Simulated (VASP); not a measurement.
Wanted: the native input for a VASP 6.6.1 run.

| Item | Value |
| --- | --- |
| Task | single point |
| Functional | PBE |
| Potentials or basis | VASP PAW PBE potentials, release 64 (Cd, Se) |
| Cutoff | 500 eV |
| k mesh | 8 × 8 × 8 |
| Occupations | gaussian, width 0.02 eV |
| Spin | no spin polarisation |
| Dipole correction | no |
| Further INCAR settings | ALGO = Normal; EDIFF = 1e-06; NBANDS = 16 |

The structure of CdSe (pbe) lies in POSCAR:

```
CdSe
1.0
    0.0000000000      3.0054357831      3.1852047287
    3.0054357831      0.0000000000      3.1852047287
    3.0054357831      3.0054357831      0.0000000000
Cd Se
1 1
Direct
    0.0000000000      0.0000000000      0.0000000000
    0.2500000000      0.2500000000      0.2500000000
```

This cell differs from its parent crystal: strained cell.

The input as run:

INCAR

```
SYSTEM = CdSe
PREC     = Accurate       ! precision mode
ENCUT    = 500            ! plane-wave cutoff, eV
EDIFF    = 1E-6           ! SCF threshold, eV
ISMEAR   = 0              ! smearing method
SIGMA    = 0.02           ! smearing width, eV
LREAL    = .FALSE.        ! projectors in reciprocal space
LASPH    = .TRUE.         ! aspherical terms in the spheres
NELM     = 120            ! most SCF steps
ALGO     = Normal         ! electronic algorithm
ISIF     = 2              ! what is computed and relaxed
LWAVE    = .FALSE.        ! write WAVECAR
LCHARG   = .FALSE.        ! write CHGCAR
GGA      = PE             ! functional
NBANDS   = 16             ! bands
GGA_COMPAT= .FALSE.
```

KPOINTS

```
regular mesh
0
G
  8 8 8
  0 0 0
```

Potentials or basis: VASP PAW PBE potentials, release 64 (Cd, Se).

The run is started by

```sh
$ cat potpaw_PBE.64/Cd/POTCAR potpaw_PBE.64/Se/POTCAR > POTCAR
$ mpirun -np 1 vasp_std > vasp.out
```

Results of the run:

```json
{
 "Pressure": "1.8 GPa",
 "Band gap on the k mesh": "0.49 eV, direct"
}
```

Caveat: the cell differs from its parent crystal (strained cell).

It took 50 s on 1 thread of Intel Xeon 8259CL (shared host), peak memory 0.21 GiB.
